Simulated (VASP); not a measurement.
Runs of VASP 6.6.1 on ZnO. The structure is that of space group P6_3mc (No. 186), or close to it. The cells are those of the table. 

| cell | gap on the mesh (eV) | pressure (GPa) |
| --- | --- | --- |
| atoms relaxed from a = 3.249, b = 3.249, c = 5.100 Å, angles 90.0, 90.0, 120.0°, 4 atoms | (a) | 9.2 |
| atoms relaxed from a = 3.205, b = 3.205, c = 5.133 Å, angles 90.0, 90.0, 120.0°, 4 atoms | 0.85 | 13.0 |
| atoms relaxed from a = 3.313, b = 3.313, c = 5.306 Å, angles 90.0, 90.0, 120.0°, 4 atoms | 0.70 | -1.9 |
| atoms relaxed from a = 3.249, b = 3.249, c = 5.256 Å, angles 90.0, 90.0, 120.0°, 4 atoms | 0.76 | 4.5 |

Alike in all rows: task relaxation of the atoms; level PBE; potentials or basis VASP PAW PBE potentials, release 64 (Zn, O); no spin polarisation; k mesh 11 × 11 × 6; cutoff (eV) 520; smearing fermi-dirac 0.02 eV.

Estimate the missing entries.

(a) 0.84.

Caveats: the relaxation stopped at its first step, so nothing moved (at least some runs); semilocal functionals underestimate gaps, and a narrow one can read as zero (at least some runs).

